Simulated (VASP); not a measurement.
The system is MoS2.

```
Mo S
1.0
     3.16900    0.00000    0.00000
    -1.58450    2.74443    0.00000
     0.00000    0.00000   12.32400
Mo S
2 4
Direct
  0.33333 0.66667 0.25000
  0.66667 0.33333 0.75000
  0.33333 0.66667 0.62300
  0.66667 0.33333 0.12300
  0.33333 0.66667 0.87700
  0.66667 0.33333 0.37700
```

* Program: VASP 6.6.1
* Task: relaxation of cell and atoms
* Functional: PBE
* Dispersion: D3(BJ)
* Potentials or basis: VASP PAW PBE potentials, release 64 (Mo_sv, S)
* Cutoff: 600 eV
* k mesh: 12 × 12 × 4
* Occupations: gaussian, width 0.02 eV
* Spin: no spin polarisation

At the start: pressure -2.0 GPa; volume 17.86 Å³/atom.

Task: Where does the relaxation end?

Result: Over 13 steps the energy falls by 2.8 meV/atom and the volume is 17.29 Å³/atom (-3.2 %); space group P6_3/mmc (No. 194, to 0.1 Å) before and after.

The path:
```tsv
step	energy change (eV)	largest force (eV/Å)	pressure (GPa)	volume (Å³)
1	0.0000	0.0754	-2.05	107.18
2	0.0163	0.5253	3.50	103.68
3	-0.0088	0.1428	-0.08	105.85
4	-0.0114	0.0589	-0.05	105.43
5	-0.0115	0.0381	-0.05	105.33
6	-0.0130	0.0332	-0.05	105.09
7	-0.0161	0.0178	-0.06	104.39
8	-0.0152	0.0149	0.06	102.98
9	-0.0169	0.0090	0.00	103.84
10	-0.0169	0.0080	0.00	103.80
11	-0.0169	0.0073	0.00	103.77
12	-0.0169	0.0214	-0.07	103.71
13	-0.0169	0.0023	-0.03	103.75
```

Final structure:
```
Mo S
1.0
     3.14899    0.00000    0.00000
    -1.57450    2.72711    0.00000
     0.00000    0.00000   12.08136
Mo S
2 4
Direct
  0.33333 0.66667 0.25000
  0.66667 0.33333 0.75000
  0.33333 0.66667 0.62044
  0.66667 0.33333 0.12044
  0.33333 0.66667 0.87956
  0.66667 0.33333 0.37956
```
